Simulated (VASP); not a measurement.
# Si7Ge (P-42m) in VASP: notebook

Runs on Si7Ge. Level: PBEsol. Tasks: single point.

Program: VASP 6.6.1. These are calculated values, not measurements. Logs are shortened: lines on timing, memory, paths and dates and some standing lists are left out, and cuts for length are marked.

### Step 1. The cell of the first run

The structure is tetragonal, space group P-42m (No. 111). Conventional cell: a = 5.186 Å, b = 5.186 Å, c = 5.459 Å, α = 90.00°, β = 90.00°, γ = 90.00°. Within 3.0 Å of Si (site symmetry m) lie 3 Si at 2.28 Å and 1 Ge at 2.31 Å. Si (site symmetry 222) has 4 Si at 2.28 Å within 3.0 Å. Si (site symmetry -42m) has 4 Si at 2.28 Å within 3.0 Å. Within 3.1 Å of Ge (site symmetry -42m) lie 4 Si at 2.31 Å.

### Step 2. Single point, PBEsol (strain -0.050 along x and y, +0.000 along z)

INCAR

```
  PREC = Accurate
  ENCUT = 520
  EDIFF = 1E-7
  ISMEAR = 0
  SIGMA = 0.03
  LREAL = False
  LASPH = True
  NELM = 100
  ALGO = Normal
  ISIF = 2
  LWAVE = False
  LCHARG = True
  GGA = PS
  LELF = True
  LVHAR = True
  NBANDS = 31
```

KPOINTS

```
Automatic mesh
0
Gamma
  6 6 6
```

POSCAR

```
Si7Ge
1.0
    5.1862179695      0.0000000000      0.0000000000
    0.0000000000      5.1862179695      0.0000000000
    0.0000000000      0.0000000000      5.4591768100
Si Ge
7 1
Direct
    0.2525976818      0.2525976818      0.2525976818
    0.0000000000      0.5000000000      0.5000000000
    0.5000000000      0.5000000000      0.0000000000
    0.5000000000      0.0000000000      0.5000000000
    0.7474023182      0.2525976818      0.7474023182
    0.7474023182      0.7474023182      0.2525976818
    0.2525976818      0.7474023182      0.7474023182
    0.0000000000      0.0000000000      0.0000000000
```

Potentials or basis: VASP PAW PBE potentials, release 64 (Si, Ge_d).

Command:

```bash
> cat potpaw_PBE.64/Si/POTCAR potpaw_PBE.64/Ge_d/POTCAR > POTCAR
> mpirun -np 1 vasp_std > vasp.out
```

OUTCAR:

```text
PREC = Accurate
   ENCUT = 520
   EDIFF = 1E-7
   ISMEAR = 0
   LREAL = False
   LASPH = True
   NELM = 100
   ISIF = 2
   GGA = PS

 ion  position               nearest neighbor table
   1  0.253  0.253  0.253-   2 2.28   4 2.28   3 2.28   8 2.31
   2  0.000  0.500  0.500-   1 2.28   5 2.28   6 2.28   7 2.28
   3  0.500  0.500  0.000-   1 2.28   5 2.28   6 2.28   7 2.28
   4  0.500  0.000  0.500-   1 2.28   5 2.28   6 2.28   7 2.28
   5  0.747  0.253  0.747-   2 2.28   4 2.28   3 2.28   8 2.31
   6  0.747  0.747  0.253-   2 2.28   4 2.28   3 2.28   8 2.31
   7  0.253  0.747  0.747-   2 2.28   4 2.28   3 2.28   8 2.31
   8  0.000  0.000  0.000-   1 2.31   5 2.31   6 2.31   7 2.31

  LATTYP: Found a simple tetragonal cell.
 ALAT       =     5.1862179695
 C/A-ratio  =     1.0526315789

  Lattice vectors:

 A1 = (   5.1862179695,   0.0000000000,   0.0000000000)
 A2 = (   0.0000000000,   5.1862179695,   0.0000000000)
 A3 = (   0.0000000000,   0.0000000000,   5.4591768100)

Analysis of symmetry for initial positions (statically):
=====================================================================
 Subroutine PRICEL returns:
 Original cell was already a primitive cell.

 Routine SETGRP: Setting up the symmetry group for a
 simple tetragonal supercell.

 Subroutine GETGRP returns: Found  8 space group operations
 (whereof  8 operations were pure point group operations)
 out of a pool of 16 trial point group operations.

The static configuration has the point symmetry D_2d.

Analysis of symmetry for dynamics (positions and initial velocities):
=====================================================================
 Subroutine PRICEL returns:
 Original cell was already a primitive cell.

 Routine SETGRP: Setting up the symmetry group for a
 simple tetragonal supercell.

 Subroutine GETGRP returns: Found  8 space group operations
 (whereof  8 operations were pure point group operations)
 out of a pool of 16 trial point group operations.

The dynamic configuration has the point symmetry D_2d.

 Subroutine INISYM returns: Found  8 space group operations
 (whereof  8 operations are pure point group operations),
 and found     1 'primitive' translations

----------------------------------------------------------------------------------------

                                     Primitive cell

  volume of cell :     146.8347

  direct lattice vectors                    reciprocal lattice vectors
     5.186217970  0.000000000  0.000000000     0.192818737  0.000000000  0.000000000
     0.000000000  5.186217970  0.000000000     0.000000000  0.192818737  0.000000000
     0.000000000  0.000000000  5.459176810     0.000000000  0.000000000  0.183177800

  length of vectors
     5.186217970  5.186217970  5.459176810     0.192818737  0.192818737  0.183177800

  position of ions in fractional coordinates (direct lattice)
     0.252597682  0.252597682  0.252597682
     0.000000000  0.500000000  0.500000000
     0.500000000  0.500000000  0.000000000
     0.500000000  0.000000000  0.500000000
     0.747402318  0.252597682  0.747402318
     0.747402318  0.747402318  0.252597682
     0.252597682  0.747402318  0.747402318
     0.000000000  0.000000000  0.000000000

  ion indices of the primitive-cell ions
   primitive index   ion index
                 1           1
                 2           2
                 3           3
                 4           4
                 5           5
                 6           6
                 7           7
                 8           8

----------------------------------------------------------------------------------------

 KPOINTS: Automatic mesh

Automatic generation of k-mesh.
 Grid dimensions read from file:
 generate k-points for:    6    6    6

 Generating k-lattice:

  Cartesian coordinates                     Fractional coordinates (reciprocal lattice)
     0.032136456  0.000000000  0.000000000     0.166666667  0.000000000  0.000000000
     0.000000000  0.032136456  0.000000000     0.000000000  0.166666667  0.000000000
[... 52 lines left out ...]

 E-fermi :   6.8186     XC(G=0): -10.0539

 val. band max:        6.7953265150   @ k =   0.1667   0.1667   0.0000
 cond. band min:       6.8297384154   @ k =   0.0000   0.0000   0.0000
 fundamental gap:      0.0344119004
 Fermi energy:         6.8185664861

 k-point     1 :       0.0000    0.0000    0.0000
  band No.  band energies     occupation
      1     -17.4665      2.00000
      2     -17.4665      2.00000
      3     -17.4653      2.00000
      4     -17.4321      2.00000
      5     -17.4290      2.00000
      6      -6.1148      2.00000
[... 23 lines left out ...]
     30       9.4418      0.00000
     31      10.7768      0.00000

 k-point     2 :       0.1667    0.0000    0.0000
  band No.  band energies     occupation
      1     -17.4666      2.00000
      2     -17.4665      2.00000
      3     -17.4654      2.00000
      4     -17.4321      2.00000
      5     -17.4289      2.00000
      6      -5.9797      2.00000
[... 23 lines left out ...]
     30      10.1779      0.00000
     31      11.3599      0.00000

 k-point     3 :       0.3333    0.0000    0.0000
  band No.  band energies     occupation
      1     -17.4666      2.00000
      2     -17.4665      2.00000
      3     -17.4654      2.00000
      4     -17.4320      2.00000
      5     -17.4289      2.00000
      6      -5.5780      2.00000
[... 23 lines left out ...]
     30      11.2380      0.00000
     31      11.6218      0.00000

 k-point     4 :       0.5000    0.0000    0.0000
  band No.  band energies     occupation
      1     -17.4667      2.00000
      2     -17.4665      2.00000
      3     -17.4655      2.00000
      4     -17.4319      2.00000
      5     -17.4288      2.00000
      6      -5.0147      2.00000
[... 635 lines left out ...]
     30      10.9868      0.00000
     31      11.5154      0.00000

 k-point    23 :       0.3333    0.0000    0.3333
  band No.  band energies     occupation
      1     -17.4667      2.00000
      2     -17.4666      2.00000
      3     -17.4654      2.00000
      4     -17.4320      2.00000
      5     -17.4287      2.00000
      6      -5.1072      2.00000
[... 23 lines left out ...]
     30      11.0889      0.00000
     31      11.3650      0.00000

 k-point    24 :       0.5000    0.0000    0.3333
  band No.  band energies     occupation
      1     -17.4668      2.00000
      2     -17.4666      2.00000
      3     -17.4655      2.00000
      4     -17.4319      2.00000
      5     -17.4287      2.00000
      6      -4.5835      2.00000
[... 23 lines left out ...]
     30      11.8920      0.00000
     31      12.0436      0.00000

 [... further k-points ...]
[... 5 lines left out ...]
  --------------------------------------------------------------------------------------
  -------------------------------------------------------------------------------------
  Total       12.0465827     12.0465827      7.5225157      0.0000000      0.0000000      0.0000000
  in kB      131.4455106    131.4455106     82.0814453      0.0000000      0.0000000      0.0000000
  external PRESSURE =     114.9908221 kB  Pullay stress =       0.0000000 kB

 VOLUME and BASIS-vectors are now :
 -----------------------------------------------------------------------------
  energy-cutoff  :      520.00
  volume of cell :      146.83
      direct lattice vectors                 reciprocal lattice vectors
     5.186217970  0.000000000  0.000000000     0.192818737  0.000000000  0.000000000
     0.000000000  5.186217970  0.000000000     0.000000000  0.192818737  0.000000000
     0.000000000  0.000000000  5.459176810     0.000000000  0.000000000  0.183177800

 POSITION                                       TOTAL-FORCE (eV/Angst)
 -----------------------------------------------------------------------------------
      1.31003      1.31003      1.37898         0.006851      0.006851     -0.019040
      0.00000      2.59311      2.72959         0.000000      0.000000      0.000000
      2.59311      2.59311      0.00000         0.000000     -0.000000      0.000000
      2.59311      0.00000      2.72959         0.000000      0.000000      0.000000
      3.87619      1.31003      4.08020        -0.006851      0.006851      0.019040
      3.87619      3.87619      1.37898        -0.006851     -0.006851     -0.019040
      1.31003      3.87619      4.08020         0.006851     -0.006851      0.019040
      0.00000      0.00000      0.00000         0.000000      0.000000      0.000000
 -----------------------------------------------------------------------------------
    total drift:                               -0.000000     -0.000000      0.000000

  FREE ENERGIE OF THE ION-ELECTRON SYSTEM (eV)
  ---------------------------------------------------
  free  energy   TOTEN  =       -44.5193339518 eV

  energy  without entropy=      -44.5187829342  energy(sigma->0) =      -44.51905844
```

Run time: 4.3 min. Hardware: 1 thread of AMD EPYC 7R13, shared host; peak memory 0.3 GiB.

What came out:

* Free energy: -44.5193 eV
* Pressure: 11.5 GPa
* Largest force: 0.021 eV/Å
* Band gap on the k mesh: zero (filled and empty bands touch)

Forces on the atoms (eV/Å):
```
Si   0.007  0.007 -0.019
Si   0.000  0.000  0.000
Si   0.000  0.000  0.000
Si   0.000  0.000  0.000
Si  -0.007  0.007  0.019
Si  -0.007 -0.007 -0.019
Si   0.007 -0.007  0.019
Ge   0.000  0.000  0.000
```

Levels at points of the mesh, in eV from the Fermi level:
```
           k point  band 17  band 18  band 19  band 20  band 21  band 22  band 23  band 24  band 25  band 26
(0.00, 0.00, 0.00)    -2.97    -2.97    -0.35    -0.09     0.01     0.01     0.29     0.29     0.31     0.64
(0.50, 0.00, 0.00)    -3.45    -2.42    -2.34    -2.27    -2.20     0.62     0.80     2.92     2.96     4.22
(0.50, 0.50, 0.00)    -4.49    -1.38    -1.25    -1.18    -1.18     2.54     2.54     2.70     2.82     4.71
(0.00, 0.00, 0.50)    -3.90    -2.03    -2.03    -1.91    -1.91     1.03     1.22     2.85     2.87     3.62
(0.50, 0.00, 0.50)    -4.18    -1.84    -1.71    -1.67    -1.66     2.04     2.05     2.17     2.30     4.54
(0.50, 0.50, 0.50)    -1.57    -1.23    -1.18    -1.03    -1.03     1.13     1.48     1.61     1.61     2.96
```

Caveat: the cell differs from its parent crystal (strain -0.050 along x and y, +0.000 along z); the cell stands under pressure; semilocal functionals underestimate gaps, and a narrow one can read as zero; the PAW data sets were made with another functional, which shifts forces and pressure a little.

### Step 3. Single point, PBEsol (strain -0.050 along x and y, +0.025 along z)

INCAR

```
PREC = Accurate ; ENCUT = 520
EDIFF = 1E-6 ; ISMEAR = 0
SIGMA = 0.03 ; LREAL = F
LASPH = T ; NELM = 80
ALGO = Normal ; ISIF = 2
LWAVE = F ; LCHARG = F
GGA = PS ; NBANDS = 31
```

KPOINTS is that of step 2.

Edit POSCAR of step 2 so:

```diff
@@ -4,3 +4,3 @@
     0.0000000000      5.1862179695      0.0000000000
-    0.0000000000      0.0000000000      5.4591768100
+    0.0000000000      0.0000000000      5.5956562302
 Si Ge
```

Potentials or basis: VASP PAW PBE potentials, release 64 (Si, Ge_d).

Command:

```bash
> cat potpaw_PBE.64/Si/POTCAR potpaw_PBE.64/Ge_d/POTCAR > POTCAR
> mpirun -np 1 vasp_std > vasp.out
```

Run time: 4 min. Hardware: 1 thread of AMD EPYC 7R13, shared host; peak memory 0.3 GiB.

Results (log left out):

```yaml
Free_energy: -44.6485 eV
Pressure: 8.1 GPa
Largest_force: 0.024 eV/Å
Band_gap_on_the_k_mesh: zero (bands 21 and 22 overlap by 0.06 eV)
```

Forces on the atoms (eV/Å):
```
Si   0.014  0.014 -0.014
Si   0.000  0.000  0.000
Si   0.000  0.000  0.000
Si   0.000  0.000  0.000
Si  -0.014  0.014  0.014
Si  -0.014 -0.014 -0.014
Si   0.014 -0.014  0.014
Ge   0.000  0.000  0.000
```

Stress tensor (GPa, compression positive):
```
10.59  0.00  0.00
 0.00 10.59  0.00
 0.00  0.00  3.06
```

Levels at points of the mesh, in eV from the Fermi level:
| k point | band 19 | band 20 | band 21 | band 22 | band 23 | band 24 |
| --- | --- | --- | --- | --- | --- | --- |
| (0.00, 0.00, 0.00) | -0.53 | -0.12 | 0.02 | 0.02 | 0.26 | 0.26 |
| (0.50, 0.00, 0.00) | -2.40 | -2.28 | -2.20 | 0.55 | 0.72 | 2.90 |
| (0.50, 0.50, 0.00) | -1.13 | -1.05 | -1.05 | 2.66 | 2.66 | 2.81 |
| (0.00, 0.00, 0.50) | -1.92 | -1.79 | -1.79 | 1.15 | 1.34 | 2.82 |
| (0.50, 0.00, 0.50) | -1.80 | -1.77 | -1.74 | 1.93 | 1.93 | 2.03 |
| (0.50, 0.50, 0.50) | -1.07 | -0.91 | -0.91 | 0.90 | 1.19 | 1.35 |

Caveat: the cell differs from its parent crystal (strain -0.050 along x and y, +0.025 along z); the stress differs along the axes, from 3 to 11 GPa; semilocal functionals underestimate gaps, and a narrow one can read as zero; the PAW data sets were made with another functional, which shifts forces and pressure a little.

### Step 4. Single point, PBEsol (strain -0.050 along x and y, +0.050 along z)

INCAR

```
SYSTEM = Si7Ge
PREC     = Accurate       ! precision mode
ENCUT    = 520            ! plane-wave cutoff, eV
EDIFF    = 1E-6           ! SCF threshold, eV
ISMEAR   = 0              ! smearing method
SIGMA    = 0.03           ! smearing width, eV
LREAL    = .False.        ! projectors in reciprocal space
LASPH    = .True.         ! aspherical terms in the spheres
NELM     = 100            ! most SCF steps
ALGO     = Normal         ! electronic algorithm
ISIF     = 2              ! what is computed and relaxed
LWAVE    = .False.        ! write WAVECAR
LCHARG   = .False.        ! write CHGCAR
GGA      = PS             ! functional
NBANDS   = 31             ! bands
```

KPOINTS

```
regular mesh
0
Gamma
  6 6 6
  0 0 0
```

Edit POSCAR of step 3 so:

```diff
@@ -4,3 +4,3 @@
     0.0000000000      5.1862179695      0.0000000000
-    0.0000000000      0.0000000000      5.5956562302
+    0.0000000000      0.0000000000      5.7321356505
 Si Ge
```

Command:

```bash
> cat potpaw_PBE.64/Si/POTCAR potpaw_PBE.64/Ge_d/POTCAR > POTCAR
> mpirun -np 1 vasp_std > vasp.out
```

Wall time 3.7 min (1 thread of AMD EPYC 7R13, shared host); peak memory 0.32 GiB.

The run converged. Its results:

```yaml
Free_energy: -44.6620 eV
Pressure: 5.1 GPa
Largest_force: 0.034 eV/Å
Band_gap_on_the_k_mesh: zero (bands 21 and 22 overlap by 0.16 eV)
```

Forces in eV/Å, atoms in the order of the input:
```
Si   0.022  0.022 -0.013
Si   0.000  0.000  0.000
Si   0.000  0.000  0.000
Si   0.000  0.000  0.000
Si  -0.022  0.022  0.013
Si  -0.022 -0.022 -0.013
Si   0.022 -0.022  0.013
Ge   0.000  0.000  0.000
```

Stress tensor (GPa, compression positive):
```
 8.55  0.00  0.00
 0.00  8.55  0.00
 0.00  0.00 -1.89
```

Levels at points of the mesh, in eV from the Fermi level:
| k point | band 17 | band 18 | band 19 | band 20 | band 21 | band 22 | band 23 | band 24 | band 25 | band 26 |
| --- | --- | --- | --- | --- | --- | --- | --- | --- | --- | --- |
| (0.00, 0.00, 0.00) | -2.67 | -2.67 | -0.72 | -0.17 | 0.00 | 0.00 | 0.20 | 0.21 | 0.21 | 0.88 |
| (0.50, 0.00, 0.00) | -3.44 | -2.56 | -2.48 | -2.29 | -2.22 | 0.46 | 0.63 | 2.84 | 2.90 | 4.18 |
| (0.50, 0.50, 0.00) | -4.55 | -1.14 | -1.03 | -0.94 | -0.94 | 2.75 | 2.75 | 2.88 | 3.03 | 4.16 |
| (0.00, 0.00, 0.50) | -4.23 | -1.82 | -1.82 | -1.70 | -1.70 | 1.24 | 1.43 | 2.78 | 2.85 | 3.18 |
| (0.50, 0.00, 0.50) | -3.98 | -2.03 | -1.90 | -1.88 | -1.85 | 1.79 | 1.80 | 1.86 | 2.03 | 4.06 |
| (0.50, 0.50, 0.50) | -1.89 | -1.03 | -0.98 | -0.82 | -0.82 | 0.64 | 0.89 | 1.06 | 1.06 | 3.01 |

Caveat: the cell differs from its parent crystal (strain -0.050 along x and y, +0.050 along z); the stress differs along the axes, from -2 to 9 GPa; semilocal functionals underestimate gaps, and a narrow one can read as zero; the PAW data sets were made with another functional, which shifts forces and pressure a little.

### Step 5. Single point, PBEsol (strain +0.000 along x and y, -0.050 along z)

INCAR

```
SYSTEM = Si7Ge
ALGO     = Normal         ! electronic algorithm
EDIFF    = 1E-6           ! SCF threshold, eV
ENCUT    = 520            ! plane-wave cutoff, eV
GGA      = PS             ! functional
ISIF     = 2              ! what is computed and relaxed
ISMEAR   = 0              ! smearing method
LASPH    = .TRUE.         ! aspherical terms in the spheres
LCHARG   = .FALSE.        ! write CHGCAR
LREAL    = .FALSE.        ! projectors in reciprocal space
LWAVE    = .FALSE.        ! write WAVECAR
NBANDS   = 31             ! bands
NELM     = 60             ! most SCF steps
PREC     = Accurate       ! precision mode
SIGMA    = 0.03           ! smearing width, eV
```

KPOINTS

```
k-points
0
G
  6 6 6
  0 0 0
```

Edit POSCAR of step 4 so:

```diff
@@ -2,5 +2,5 @@
 1.0
-    5.1862179695      0.0000000000      0.0000000000
-    0.0000000000      5.1862179695      0.0000000000
-    0.0000000000      0.0000000000      5.7321356505
+    5.4591768100      0.0000000000      0.0000000000
+    0.0000000000      5.4591768100      0.0000000000
+    0.0000000000      0.0000000000      5.1862179695
 Si Ge
```

Command:

```bash
> cat potpaw_PBE.64/Si/POTCAR potpaw_PBE.64/Ge_d/POTCAR > POTCAR
> mpirun -np 1 vasp_std > vasp.out
```

It took 4.4 min on 1 thread of AMD EPYC 7R13, shared host; peak memory 0.31 GiB.

It converged, with:

- Free energy: -44.9271 eV
- Pressure: 5.1 GPa
- Largest force: 0.022 eV/Å
- Band gap on the k mesh: zero (bands 21 and 22 overlap by 0.03 eV)

Forces on the atoms (eV/Å):
```
Si  -0.014 -0.014  0.010
Si   0.000  0.000  0.000
Si   0.000  0.000  0.000
Si   0.000  0.000  0.000
Si   0.014 -0.014 -0.010
Si   0.014  0.014  0.010
Si  -0.014  0.014 -0.010
Ge   0.000  0.000  0.000
```

Stress tensor (GPa, compression positive):
```
3.77 0.00 0.00
0.00 3.77 0.00
0.00 0.00 7.87
```

Levels at points of the mesh, in eV from the Fermi level:
```tsv
k point	band 19	band 20	band 21	band 22	band 23	band 24
(0.00, 0.00, 0.00)	-0.16	-0.16	0.03	0.11	0.33	0.55
(0.50, 0.00, 0.00)	-1.99	-1.90	-1.84	0.99	1.17	2.94
(0.50, 0.50, 0.00)	-1.72	-1.68	-1.68	1.91	1.91	2.02
(0.00, 0.00, 0.50)	-2.32	-2.21	-2.21	0.57	0.74	3.03
(0.50, 0.00, 0.50)	-1.33	-1.27	-1.26	2.39	2.40	2.50
(0.50, 0.50, 0.50)	-1.07	-1.07	-0.94	1.02	1.43	1.43
```

Caveat: the cell differs from its parent crystal (strain +0.000 along x and y, -0.050 along z); the cell stands under pressure; semilocal functionals underestimate gaps, and a narrow one can read as zero; the PAW data sets were made with another functional, which shifts forces and pressure a little.

### Step 6. Overview

| cell | gap on the mesh (eV) | pressure (GPa) | largest force (eV/Å) |
| --- | --- | --- | --- |
| a = 5.186, b = 5.186, c = 5.459 Å, 8 atoms | none | 11.5 | 0.02 |
| a = 5.186, b = 5.186, c = 5.596 Å, 8 atoms | none | 8.1 | 0.02 |
| a = 5.186, b = 5.186, c = 5.732 Å, 8 atoms | none | 5.1 | 0.03 |
| a = 5.459, b = 5.459, c = 5.186 Å, 8 atoms | none | 5.1 | 0.02 |

Alike in all rows: task single point; level PBEsol; potentials or basis VASP PAW PBE potentials, release 64 (Si, Ge_d); no spin polarisation; k mesh 6 × 6 × 6; cutoff (eV) 520; smearing gaussian 0.03 eV.

Caveats: semilocal functionals underestimate gaps, and a narrow one can read as zero; the PAW data sets were made with another functional, which shifts forces and pressure a little; the cell stands under pressure (at least some runs); the stress differs along the axes, from 3 to 11 GPa (at least some runs); the stress differs along the axes, from -2 to 9 GPa (at least some runs).

Total energies depend on the potentials used, so only differences within one code and one set of settings carry meaning.

The gap in the log of VASP goes by the Fermi energy; the results here count the filled bands.